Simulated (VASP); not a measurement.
A run of VASP 6.6.1:

The input POSCAR:

```
CsH
1.0
    0.0000000000      3.3155200000      3.1880000000
    3.3155200000      0.0000000000      3.1880000000
    3.3155200000      3.3155200000      0.0000000000
Cs H
1 1
Direct
    0.0000000000      0.0000000000      0.0000000000
    0.5000000000      0.5000000000      0.5000000000
```

Contents of INCAR.step1:

```
SYSTEM = CsH
PREC     = Accurate       ! precision mode
ENCUT    = 520            ! plane-wave cutoff, eV
ISMEAR   = 0              ! smearing method
SIGMA    = 0.05           ! smearing width, eV
LREAL    = .FALSE.        ! projectors in reciprocal space
LASPH    = .TRUE.         ! aspherical terms in the spheres
NELM     = 60             ! most SCF steps
NBANDS   = 12             ! bands
GGA      = PE             ! functional
ALGO     = Normal         ! electronic algorithm
EDIFF    = 1E-4           ! SCF threshold, eV
LWAVE    = .TRUE.         ! write WAVECAR
LCHARG   = .FALSE.        ! write CHGCAR
```

INCAR.step2

```
SYSTEM = CsH
PREC     = Accurate       ! precision mode
ENCUT    = 520            ! plane-wave cutoff, eV
EDIFF    = 1E-6           ! SCF threshold, eV
ISMEAR   = 0              ! smearing method
SIGMA    = 0.05           ! smearing width, eV
LREAL    = .FALSE.        ! projectors in reciprocal space
LASPH    = .TRUE.         ! aspherical terms in the spheres
NELM     = 60             ! most SCF steps
ALGO     = Normal         ! electronic algorithm
ISIF     = 2              ! what is computed and relaxed
LWAVE    = .FALSE.        ! write WAVECAR
LCHARG   = .FALSE.        ! write CHGCAR
METAGGA  = R2SCAN         ! meta-GGA
LMIXTAU  = .TRUE.       
NBANDS   = 12             ! bands
ISTART   = 1
```

KPOINTS

```
Automatic mesh
0
G
  6 6 6
  0 0 0
```

Potentials or basis: VASP PAW PBE potentials, release 64 (Cs_sv, H).

Run with:

```bash
$ cat potpaw_PBE.64/Cs_sv/POTCAR potpaw_PBE.64/H/POTCAR > POTCAR
$ cp INCAR.step1 INCAR
$ mpirun -np 1 vasp_std > vasp.out
$ cp INCAR.step2 INCAR
$ mpirun -np 1 vasp_std > vasp.out
```

Hardware: 1 thread of AMD EPYC 9R45 96-Core Processor (Zen 5), with other jobs on the host.

Question: Estimate the wall time of this run.

Answer: Wall time 69 s on 1 thread of AMD EPYC 9R45 96-Core Processor (Zen 5), with other jobs on the host, peak memory 0.19 GiB. Counts: k points 30.
